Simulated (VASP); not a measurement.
Ru:

```xyz
2
Lattice="2.7058 0.0000 0.0000 -1.3529 2.3433 0.0000 0.0000 0.0000 4.2819" Properties=species:S:1:pos:R:3 pbc="T T T"
Ru    0.0000    1.5622    1.0705
Ru    1.3529    0.7811    3.2114
```

| Quantity | Value |
| --- | --- |
| Program | VASP 6.6.1 |
| Task | relaxation of cell and atoms |
| Functional | PBEsol |
| Potentials or basis | VASP PAW PBE potentials, release 64 (Ru_pv) |
| Cutoff | 600 eV |
| k mesh | 10 × 10 × 6 |
| Occupations | fermi-dirac, width 0.1 eV |
| Spin | no spin polarisation |

At the start: pressure -6.0 GPa; volume 13.57 Å³/atom.

Question: Where does the relaxation end?

Answer: Over 6 steps the energy falls by 5.4 meV/atom and the volume is 13.33 Å³/atom (-1.8 %); space group P6_3/mmc (No. 194, to 0.1 Å) before and after.

Step by step:
| step | energy change (eV) | largest force (eV/Å) | pressure (GPa) | volume (Å³) |
| --- | --- | --- | --- | --- |
| 1 | 0.0000 | 0.0000 | -6.04 | 27.15 |
| 2 | 0.0927 | 0.0000 | 23.05 | 25.19 |
| 3 | -0.0105 | 0.0000 | 0.05 | 26.66 |
| 4 | -0.0105 | 0.0000 | 0.22 | 26.65 |
| 5 | -0.0106 | 0.0000 | -0.15 | 26.68 |
| 6 | -0.0108 | 0.0000 | 0.04 | 26.67 |

Final structure:
```
CELL_PARAMETERS angstrom
2.69610 0.00000 0.00000
-1.34805 2.33489 0.00000
0.00000 0.00000 4.23624
ATOMIC_POSITIONS crystal
Ru 0.33333 0.66667 0.25000
Ru 0.66667 0.33333 0.75000
```

Caveat: the PAW data sets were made with another functional, which shifts forces and pressure a little.
